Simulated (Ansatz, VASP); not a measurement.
# Two plane-wave programs on HfO2

```xyz
3
Lattice="0.0000 2.5476 2.5476 2.5476 0.0000 2.5476 2.5476 2.5476 0.0000" Properties=species:S:1:pos:R:3 pbc="T T T"
Hf    0.0000    0.0000    0.0000
O     1.2738    1.2738    1.2738
O     3.8214    3.8214    3.8214
```

Alike in both runs: functional PBE; k mesh 8 × 8 × 8; occupations gaussian, width 0.1 eV; no spin polarisation.

Ansatz relaxed the structure, and its values are those at the end. VASP's run is a single point on that final structure, the one shown.

```csv
,VASP,Ansatz
version,VASP 6.6.1,Ansatz 0.2.0
potentials or method,"VASP PAW PBE potentials, release 64 (Hf_pv, O), cutoff 600 eV","scalar-relativistic, plane waves, PAW"
valence electrons in the cell,22,38
```

Ansatz gave:

```
gap on the k mesh at the Fermi level (eV) : 3.75
least direct gap on the mesh (eV)         : 3.75
pressure (GPa)                            : 0.3
```

Task: What did VASP give for the same quantities?

Result: gap on the k mesh at the Fermi level (eV): 3.76; least direct gap on the mesh (eV): 3.76; pressure (GPa): -3.5.

VASP's potentials hold 22 valence electrons a cell and Ansatz's 38, so a difference there can come from the potentials and not from the codes.

Neither program's run includes spin-orbit coupling.
